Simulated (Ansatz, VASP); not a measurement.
## CuI in VASP and in Ansatz

Contents of POSCAR:

```
CuI
1.0
    0.0000000000      3.0120428216      3.0120428216
    3.0120428216      0.0000000000      3.0120428216
    3.0120428216      3.0120428216      0.0000000000
Cu I
1 1
Direct
    0.2500000000      0.2500000000      0.2500000000
    0.0000000000      0.0000000000      0.0000000000
```

Contents of INCAR.step1:

```
SYSTEM = CuI
ALGO = Normal
EDIFF = 1E-5
ENCUT = 660
GGA = PE
GGA_COMPAT = .FALSE.
ISMEAR = 0
LASPH = .TRUE.
LCHARG = .FALSE.
LREAL = .FALSE.
LWAVE = .TRUE.
NBANDS = 16
NELM = 120
PREC = Accurate
SIGMA = 0.01
```

INCAR.step2

```
SYSTEM = CuI
ALGO = Normal
EDIFF = 1E-6
ENCUT = 660
GGA_COMPAT = .FALSE.
ISIF = 2
ISMEAR = 0
ISTART = 1
LASPH = .TRUE.
LCHARG = .FALSE.
LMIXTAU = .TRUE.
LREAL = .FALSE.
LWAVE = .FALSE.
METAGGA = R2SCAN
NBANDS = 16
NELM = 120
PREC = Accurate
SIGMA = 0.01
```

Contents of KPOINTS:

```
k-points
0
G
  6 6 6
  0 0 0
```

Input for Ansatz:

```yaml
crystal:
  lattice:
    - [0.0, 3.0120428216, 3.0120428216]
    - [3.0120428216, 0.0, 3.0120428216]
    - [3.0120428216, 3.0120428216, 0.0]
  atoms:
    - { symbol: Cu, position: [0.25, 0.25, 0.25] }
    - { symbol: I, position: [0.0, 0.0, 0.0] }
kpoints:
  mp_grid: { grid: [6, 6, 6] }
hamiltonian:
  xc: r2scan
scf:
  occupations: { method: fixed }
  n_extra_bands: 4
output:
  forces: true
  stress: true
  eigenvalues: true
```

Alike in both runs: task single point; functional r2SCAN; k mesh 6 × 6 × 6; no spin polarisation.

|  | VASP | Ansatz |
| --- | --- | --- |
| version | VASP 6.6.1 | Ansatz 0.2.0 |
| potentials or method | VASP PAW PBE potentials, release 64 (Cu, I) | plane waves, PAW |
| plane-wave cutoff (eV) | 660 | 500 |
| occupations | gaussian, width 0.01 eV | fixed |
| valence electrons in the cell | 18 | 36 |

|  | VASP | Ansatz | Ansatz less VASP |
| --- | --- | --- | --- |
| gap on the k mesh at the Fermi level (eV) | 1.67 | 1.67 | -0.005 |
| pressure (GPa) | -0.1 | 0.0 | +0.06 |

VASP's potentials were made for PBE, not for r2SCAN. VASP's potentials hold 18 valence electrons a cell and Ansatz's 36, so a difference there can come from the potentials and not from the codes.

Spin-orbit coupling is off throughout.
